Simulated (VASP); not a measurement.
**Au: relaxation of cell and atoms with PBE**

The system is Au.

```
Au
1.0
     0.00000    2.03645    2.03645
     2.03645    0.00000    2.03645
     2.03645    2.03645    0.00000
Au
1
Cartesian
  0.0000 0.0000 0.0000
```

```yaml
Program: VASP 6.6.1
Task: relaxation of cell and atoms
Functional: PBE
Potentials_or_basis: VASP PAW PBE potentials, release 64 (Au)
Cutoff: 500 eV
k_mesh: 18 × 18 × 18
Occupations: fermi-dirac, width 0.1 eV
Spin: no spin polarisation
Target_pressure: 11.4 GPa
Dipole_correction: no
Further_INCAR_settings: ALGO = Normal; EDIFF = 1e-07; IBRION = 2; EDIFFG = -0.002; NSW = 80; ISIF = 3
```

```yaml
Relaxed_volume: 16.79 Å³/atom
Relaxed_cell: a = 2.874 Å, b = 2.874 Å, c = 2.874 Å, α = 60.00°, β = 60.00°, γ = 60.00°
Space_group_after_relaxing_to_0.1_Å: Fm-3m (No. 225)
Energy_change_on_relaxing_the_run_minimises_the_enthalpy: +7.0 meV/atom
Ionic_steps: 3
Pressure_after_relaxing: 11.4 GPa
Band_gap_on_the_k_mesh: zero (an odd number of electrons rules out a gap without spin polarisation)
```

The path:
```tsv
step	energy change (eV)	largest force (eV/Å)	pressure (GPa)	volume (Å³)
1	0.0000	0.0000	10.16	16.89
2	0.0240	0.0000	14.11	16.57
3	0.0070	0.0000	11.40	16.79
```

Final structure:
```xyz
1
Lattice="0.0000 2.0322 2.0322 2.0322 0.0000 2.0322 2.0322 2.0322 0.0000" Properties=species:S:1:pos:R:3 pbc="T T T"
Au    0.0000    0.0000    0.0000
```

Levels at points of the mesh, in eV from the Fermi level:
```
           k point  band 2  band 3  band 4  band 5  band 6  band 7  band 8  band 9
(0.00, 0.00, 0.00)   -4.78   -4.78   -4.78   -3.22   -3.22   14.50   18.58   18.58
(0.50, 0.00, 0.00)   -4.82   -4.82   -1.99   -1.99   -1.03    3.15   13.95   17.24
(0.50, 0.50, 0.00)   -6.89   -2.04   -1.66   -1.66    0.97    5.90   10.05   10.05
```

It took 28 s on 1 thread of Intel(R) Xeon(R) Platinum 8488C (Sapphire Rapids), with other jobs on the host, peak memory 0.17 GiB.

Caveat: the cell is relaxed towards a set pressure, so the run minimises the enthalpy, not the energy; spin-orbit coupling is left out, which moves the levels of the heavy elements.
